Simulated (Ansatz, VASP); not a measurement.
**Two plane-wave programs on BaCu3**

```xyz
4
Lattice="4.2508 0.0000 0.0000 0.0000 4.2508 0.0000 0.0000 0.0000 4.2508" Properties=species:S:1:pos:R:3 pbc="T T T"
Ba    0.0000    0.0000    0.0000
Cu    0.0000    2.1254    2.1254
Cu    2.1254    2.1254    0.0000
Cu    2.1254    0.0000    2.1254
```

Alike in both runs: task single point; functional PBEsol; k mesh 8 × 8 × 8; occupations gaussian, width 0.05 eV; no spin polarisation.

|  | VASP | Ansatz |
| --- | --- | --- |
| version | VASP 6.6.1 | Ansatz 0.2.0 |
| potentials or method | VASP PAW PBE potentials, release 64 (Ba_sv, Cu), cutoff 520 eV | scalar-relativistic, plane waves, PAW |
| valence electrons in the cell | 43 | 67 |

```tsv
	VASP	Ansatz	Ansatz less VASP
gap on the k mesh at the Fermi level (eV)	none	none	-
pressure (GPa)	3.4	2.0	-1.39
```

VASP's potentials were made for PBE, not for PBEsol. A gap of «none» marks a metal or a gap that the smearing closes. VASP's potentials hold 43 valence electrons a cell and Ansatz's 67, so a difference there can come from the potentials and not from the codes.

Neither program's run includes spin-orbit coupling.
